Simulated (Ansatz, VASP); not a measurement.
## One calculation of Al3InSb4, two programs

```
CELL_PARAMETERS angstrom
4.45711 0.00000 0.00000
-2.22856 3.85997 0.00000
0.00000 0.00000 14.70358
ATOMIC_POSITIONS crystal
Al 0.66667 0.33333 0.25579
Al 0.66667 0.33333 0.74399
Al 0.33333 0.66667 0.50018
In 0.33333 0.66667 0.00192
Sb 0.66667 0.33333 0.44015
Sb 0.66667 0.33333 0.92716
Sb 0.33333 0.66667 0.19662
Sb 0.33333 0.66667 0.68439
```

Alike in both runs: task single point; functional PBE; k mesh 6 × 6 × 2; occupations gaussian, width 0.1 eV; no spin polarisation.

|  | VASP | Ansatz |
| --- | --- | --- |
| version | VASP 6.6.1 | Ansatz 0.2.0 |
| potentials or method | VASP PAW PBE potentials, release 64 (Al, In_d, Sb), cutoff 520 eV | scalar-relativistic, plane waves, PAW |
| valence electrons in the cell | 42 | 82 |

```tsv
	VASP	Ansatz	Ansatz less VASP
gap on the k mesh at the Fermi level (eV)	0.53	0.54	+0.008
least direct gap on the mesh (eV)	0.53	0.54	+0.008
pressure (GPa)	0.1	0.0	-0.11
traceless stress, the component that is largest in VASP (GPa)	-0.07	-0.08	-0.003
rms of the force components (eV/Å)	0.004	0.001	-0.0029
```

Atom by atom the forces differ by 0.005 eV/Å (rms over components). VASP's potentials hold 42 valence electrons a cell and Ansatz's 82, so a difference there can come from the potentials and not from the codes.

Spin-orbit coupling is off throughout.
